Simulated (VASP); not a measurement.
# Au (R-3m) in VASP: single point with PBEsol

Aim: the single point of Au with PBEsol.

Program: VASP 6.6.1. These are calculated values, not measurements. Logs are shortened: lines on timing, memory, paths and dates and some standing lists are left out, and cuts for length are marked.

## (1) The cell of the first run

It takes space group R-3m (No. 166, trigonal). The conventional cell has a = 2.883 Å, b = 2.883 Å, c = 21.284 Å, α = 90.00°, β = 90.00°, γ = 120.00°. Within 3.8 Å of Au (site symmetry -3m) lie 12 Au at 2.88 to 2.89 Å. Within 3.8 Å of Au (site symmetry 3m) lie 12 Au at 2.88 to 2.90 Å.

## (2) Single point, PBEsol

INCAR

```
SYSTEM = Au
PREC = Accurate ; ENCUT = 520
EDIFF = 1E-7 ; ISMEAR = 0
SIGMA = 0.1 ; LREAL = .FALSE.
LASPH = .TRUE. ; NELM = 60
ALGO = Fast ; ISIF = 2
LWAVE = .FALSE. ; LCHARG = .FALSE.
GGA = PS ; NBANDS = 24
```

KPOINTS

```
regular mesh
0
G
  12 12 12
  0 0 0
```

POSCAR

```
Au
1.0
    1.4416285110      0.8323246089      7.0946404080
   -1.4416285110      0.8323246089      7.0946404080
    0.0000000000     -1.6646492178      7.0946404080
Au
3
Direct
    0.0000000000      0.0000000000      0.0000000000
    0.7775560858      0.7775560858      0.7775560858
    0.2224439142      0.2224439142      0.2224439142
```

Potentials or basis: VASP PAW PBE potentials, release 64 (Au).

Launch:

```sh
$ cat potpaw_PBE.64/Au/POTCAR > POTCAR
$ mpirun -np 1 vasp_std > vasp.out
```

OUTCAR:

```text
SYSTEM = Au
   PREC = Accurate
   ENCUT = 520
   EDIFF = 1E-7
   ISMEAR = 0
   LREAL = .FALSE.
   LASPH = .TRUE.
   NELM = 60
   ISIF = 2
   GGA = PS

 ion  position               nearest neighbor table
   1  0.000  0.000  0.000-   2 2.89   2 2.89   3 2.89   3 2.89   2 2.89   3 2.89
   2  0.778  0.778  0.778-   1 2.89   1 2.89   1 2.89   3 2.90   3 2.90   3 2.90
   3  0.222  0.222  0.222-   1 2.89   1 2.89   1 2.89   2 2.90   2 2.90   2 2.90

  LATTYP: Found a trigonal (rhomboedric) cell.
 ALAT       =     7.2873163467
 COS(alpha) =     0.9217288932

  Lattice vectors:

 A1 = (   1.4416285110,   0.8323246089,   7.0946404080)
 A2 = (  -1.4416285110,   0.8323246089,   7.0946404080)
 A3 = (   0.0000000000,  -1.6646492178,   7.0946404080)

Analysis of symmetry for initial positions (statically):
=====================================================================
 Subroutine PRICEL returns:
 Original cell was already a primitive cell.

 Routine SETGRP: Setting up the symmetry group for a
 trigonal (rhombohedral) supercell.

 Subroutine GETGRP returns: Found 12 space group operations
 (whereof 12 operations were pure point group operations)
 out of a pool of 12 trial point group operations.

The static configuration has the point symmetry D_3d.

Analysis of symmetry for dynamics (positions and initial velocities):
=====================================================================
 Subroutine PRICEL returns:
 Original cell was already a primitive cell.

 Routine SETGRP: Setting up the symmetry group for a
 trigonal (rhombohedral) supercell.

 Subroutine GETGRP returns: Found 12 space group operations
 (whereof 12 operations were pure point group operations)
 out of a pool of 12 trial point group operations.

The dynamic configuration has the point symmetry D_3d.

 Subroutine INISYM returns: Found 12 space group operations
 (whereof 12 operations are pure point group operations),
 and found     1 'primitive' translations

----------------------------------------------------------------------------------------

                                     Primitive cell

  volume of cell :      51.0773

  direct lattice vectors                    reciprocal lattice vectors
     1.441628511  0.832324609  7.094640408     0.346829989  0.200242387  0.046983824
    -1.441628511  0.832324609  7.094640408    -0.346829989  0.200242387  0.046983824
     0.000000000 -1.664649218  7.094640408     0.000000000 -0.400484775  0.046983824

  length of vectors
     7.287316347  7.287316347  7.287316347     0.403231366  0.403231366  0.403231366

  position of ions in fractional coordinates (direct lattice)
     0.000000000  0.000000000  0.000000000
     0.777556086  0.777556086  0.777556086
     0.222443914  0.222443914  0.222443914

  ion indices of the primitive-cell ions
   primitive index   ion index
                 1           1
                 2           2
                 3           3

----------------------------------------------------------------------------------------

 KPOINTS: regular mesh

Automatic generation of k-mesh.
 Grid dimensions read from file:
 generate k-points for:   12   12   12

 Generating k-lattice:

  Cartesian coordinates                     Fractional coordinates (reciprocal lattice)
     0.028902499  0.016686866  0.003915319     0.083333333  0.000000000  0.000000000
    -0.028902499  0.016686866  0.003915319     0.000000000  0.083333333  0.000000000
     0.000000000 -0.033373731  0.003915319     0.000000000  0.000000000  0.083333333

  Length of vectors
     0.033602614  0.033602614  0.033602614

  Shift w.r.t. Gamma in fractional coordinates (k-lattice)
     0.000000000  0.000000000  0.000000000

 Subroutine IBZKPT returns following result:
 ===========================================

 Found    189 irreducible k-points:

 Following reciprocal coordinates:
            Coordinates               Weight
  0.000000  0.000000  0.000000      1.000000
  0.083333  0.000000  0.000000      6.000000
  0.166667 -0.000000  0.000000      6.000000
  0.250000 -0.000000  0.000000      6.000000
  0.333333 -0.000000  0.000000      6.000000
  0.416667  0.000000  0.000000      6.000000
[... 16 lines left out ...]
  0.500000  0.166667  0.000000     12.000000
 -0.416667  0.166667 -0.000000     12.000000
 [... further k-points ...]
   k-points           NKPTS =    189   k-points in BZ     NKDIM =    189   number of bands    NBANDS=     24
   number of dos      NEDOS =    301   number of ions     NIONS =      3
   total plane-waves  NPLWV = 157464
   dimension x,y,z NGX =    54 NGY =   54 NGZ =   54
   dimension x,y,z NGXF=   108 NGYF=  108 NGZF=  108
   ions per type =               3
   NGX,Y,Z   is equivalent  to a cutoff of  12.32, 12.32, 12.32 a.u.
   NGXF,Y,Z  is equivalent  to a cutoff of  24.64, 24.64, 24.64 a.u.
 SYSTEM =  Au
   PREC   = accura    normal or accurate (medium, high low for compatibility)
   ISTART =      0    job   : 0-new  1-cont  2-samecut
   ICHARG =      2    charge: 1-file 2-atom 10-const
   ISPIN  =      1    spin polarized calculation?
   LNONCOLLINEAR =      F non collinear calculations
   LSORBIT =      F    spin-orbit coupling
   LASPH  =      T    aspherical Exc in radial PAW
   ENCUT  =  520.0 eV  38.22 Ry    6.18 a.u.  13.55 13.55 13.55*2*pi/ulx,y,z
   NELM   =     60;   NELMIN=  2; NELMDL= -5     # of ELM steps
   EDIFF  = 0.1E-06   stopping-criterion for ELM
   LREAL  =      F    real-space projection
   EDIFFG = 0.1E-05   stopping-criterion for IOM
   NSW    =      0    number of steps for IOM
   IBRION =     -1    ionic relax: 0-MD 1-quasi-New 2-CG
   NFREE  =      0    steps in history (QN), initial steepest desc. (CG)
   ISIF   =      2    stress and relaxation
   ISYM   =      2    0-nonsym 1-usesym 2-fastsym
   POTIM  = 0.5000    time-step for ionic-motion
   TEBEG  =    0.0;   TEEND  =   0.0 temperature during run
   PSTRESS=    0.0 pullay stress
   NELECT =      33.0000    total number of electrons
   NUPDOWN=      -1.0000    fix difference up-down
   EMIN   =  10.00;   EMAX   =-10.00  energy-range for DOS
   EFERMI =   0.00;   METHOD = LEGACY
   ISMEAR =     0;   SIGMA  =   0.10  broadening in eV -4-tet -1-fermi 0-gaus
   EFERMI_NEDOS =   21; number of points for ismear=-14 and -15
   IALGO  =     68    algorithm
   IMIX   =      4    mixing-type and parameters
     AMIX     =   0.40;   BMIX     =  1.00
     AMIX_MAG =   1.60;   BMIX_MAG =  1.00
  volume/ion in A,a.u.               =      17.03       114.90
  Fermi-wavevector in a.u.,A,eV,Ry     =   1.415262  2.674458 27.252021  2.002967
  Thomas-Fermi vector in A             =   2.536719
   LORBIT       =      0    0 simple, 1 ext, 2 COOP (PROOUT), +10 PAW based schemes
   GGA     = PS    functional components
   LHFCALC =     F    Hartree Fock is set to
   AEXX    =    0.0000 exact exchange contribution
   IVDW    =     0    specifies the selected vdW correction
   LEPSILON=     F    determine dielectric tensor
   LRPA    =     F    only Hartree local field effects (RPA)
 non-spin polarized calculation
 RMM-DIIS sequential band-by-band and
 Gauss-broadening in eV      SIGMA  =   0.10
  energy-cutoff  :      520.00
  volume of cell :       51.08
 maximum number of plane-waves:      1413
   NGX = 27   NGY = 27   NGZ = 27

 number of electron      33.0000002 magnetization

 Free energy of the ion-electron system (eV)
  ---------------------------------------------------
  ext. energy  EPLUGINS =         0.00000000
  ---------------------------------------------------
  free energy    TOTEN  =       -11.73385174 eV

  energy without entropy =      -11.72532012  energy(sigma->0) =      -11.72958593

 E-fermi :   9.1981     XC(G=0): -12.8907

 val. band max:        9.1944540229   @ k =   0.5000   0.4167   0.0000
 cond. band min:       9.2004809533   @ k =  -0.4167   0.5000   0.0833
 fundamental gap:      0.0060269304
 Fermi energy:         9.1981110109

 k-point     1 :       0.0000    0.0000    0.0000
  band No.  band energies     occupation
      1      -0.6381      2.00000
      2       1.7578      2.00000
      3       1.7727      2.00000
      4       4.5702      2.00000
      5       4.5821      2.00000
      6       4.5821      2.00000
[... 16 lines left out ...]
     23      24.9643      0.00000
     24      26.4838      0.00000

 k-point     2 :       0.0833    0.0000    0.0000
  band No.  band energies     occupation
      1      -0.4196      2.00000
      2       1.9234      2.00000
      3       2.0020      2.00000
      4       4.4363      2.00000
      5       4.4665      2.00000
      6       4.6322      2.00000
[... 16 lines left out ...]
     23      25.1022      0.00000
     24      25.7788      0.00000

 k-point     3 :       0.1667   -0.0000    0.0000
  band No.  band energies     occupation
      1       0.2016      2.00000
      2       2.3844      2.00000
      3       2.5593      2.00000
      4       3.9245      2.00000
      5       4.1574      2.00000
      6       4.3175      2.00000
[... 16 lines left out ...]
     23      25.0877      0.00000
     24      25.2028      0.00000

 k-point     4 :       0.2500   -0.0000    0.0000
  band No.  band energies     occupation
      1       1.0854      2.00000
      2       2.7135      2.00000
      3       3.0424      2.00000
      4       3.4665      2.00000
      5       3.7955      2.00000
      6       4.2533      2.00000
[... 16 lines left out ...]
     23      23.3814      0.00000
     24      23.6089      0.00000

 k-point     5 :       0.3333   -0.0000    0.0000
  band No.  band energies     occupation
      1       1.8551      2.00000
      2       2.5995      2.00000
      3       2.9402      2.00000
      4       3.2175      2.00000
      5       3.4871      2.00000
      6       4.6109      2.00000
[... 451 lines left out ...]
 k-point    22 :       0.4167    0.1667    0.0000
  band No.  band energies     occupation
      1       2.4084      2.00000
      2       2.8442      2.00000
      3       3.2942      2.00000
      4       3.5606      2.00000
      5       3.6407      2.00000
      6       3.9951      2.00000
[... 16 lines left out ...]
     23      20.0283      0.00000
     24      20.6618      0.00000

 k-point    23 :       0.5000    0.1667    0.0000
  band No.  band energies     occupation
      1       2.5322      2.00000
      2       2.9089      2.00000
      3       3.2232      2.00000
      4       3.3131      2.00000
      5       3.4712      2.00000
      6       4.2430      2.00000
[... 16 lines left out ...]
     23      18.7259      0.00000
     24      19.9353      0.00000

 k-point    24 :      -0.4167    0.1667   -0.0000
  band No.  band energies     occupation
      1       2.5190      2.00000
      2       2.9085      2.00000
      3       3.1399      2.00000
      4       3.3380      2.00000
      5       3.4085      2.00000
      6       4.2752      2.00000
[... 16 lines left out ...]
     23      18.3218      0.00000
     24      20.8577      0.00000

 [... further k-points ...]

------------------------ aborting loop because EDIFF is reached ----------------------------------------

  FORCE on cell =-STRESS in cart. coord.  units (eV):
  Direction    XX          YY          ZZ          XY          YZ          ZX
  --------------------------------------------------------------------------------------
  -------------------------------------------------------------------------------------
  Total       -0.0988148     -0.0988148     -0.0048541      0.0000000     -0.0000000      0.0000000
  in kB       -3.0995951     -3.0995951     -0.1522613      0.0000000     -0.0000000      0.0000000
  external PRESSURE =      -2.1171505 kB  Pullay stress =       0.0000000 kB

 VOLUME and BASIS-vectors are now :
 -----------------------------------------------------------------------------
  energy-cutoff  :      520.00
  volume of cell :       51.08
      direct lattice vectors                 reciprocal lattice vectors
     1.441628511  0.832324609  7.094640408     0.346829989  0.200242387  0.046983824
    -1.441628511  0.832324609  7.094640408    -0.346829989  0.200242387  0.046983824
     0.000000000 -1.664649218  7.094640408     0.000000000 -0.400484775  0.046983824

 POSITION                                       TOTAL-FORCE (eV/Angst)
 -----------------------------------------------------------------------------------
      0.00000      0.00000      0.00000         0.000000     -0.000000     -0.000000
      0.00000      0.00000     16.54944         0.000000      0.000000      0.002881
      0.00000      0.00000      4.73448         0.000000     -0.000000     -0.002881
 -----------------------------------------------------------------------------------
    total drift:                                0.000000      0.000000      0.000000

  FREE ENERGIE OF THE ION-ELECTRON SYSTEM (eV)
  ---------------------------------------------------
  free  energy   TOTEN  =       -11.7338517424 eV

  energy  without entropy=      -11.7253201220  energy(sigma->0) =      -11.72958593
```

Run time: 12 min. Hardware: 1 thread of Intel Xeon Platinum 8488C (Sapphire Rapids), shared host; peak memory 0.5 GiB.

Results:

```yaml
Free_energy: -11.7339 eV
Pressure: -0.2 GPa
Band_gap_on_the_k_mesh: zero (an odd number of electrons rules out a gap without spin polarisation)
```

Forces on the atoms (eV/Å):
```
Au   0.000  0.000  0.000
Au   0.000  0.000  0.003
Au   0.000  0.000 -0.003
```

Levels at points of the mesh, in eV from the Fermi level:
| k point | band 15 | band 16 | band 17 | band 18 | band 19 | band 20 |
| --- | --- | --- | --- | --- | --- | --- |
| (0.00, 0.00, 0.00) | -2.42 | -2.42 | -2.23 | -2.23 | 7.83 | 7.92 |
| (0.50, 0.00, 0.00) | -1.67 | -0.23 | 0.99 | 1.31 | 4.26 | 4.67 |
| (0.50, 0.50, 0.00) | -1.62 | -0.24 | 0.66 | 1.47 | 3.61 | 5.38 |
| (0.50, 0.50, 0.50) | -2.91 | -1.99 | -1.99 | -0.97 | 3.07 | 13.43 |

Caveat: the PAW data sets were made with another functional, which shifts forces and pressure a little; spin-orbit coupling is left out, which moves the levels of the heavy elements.
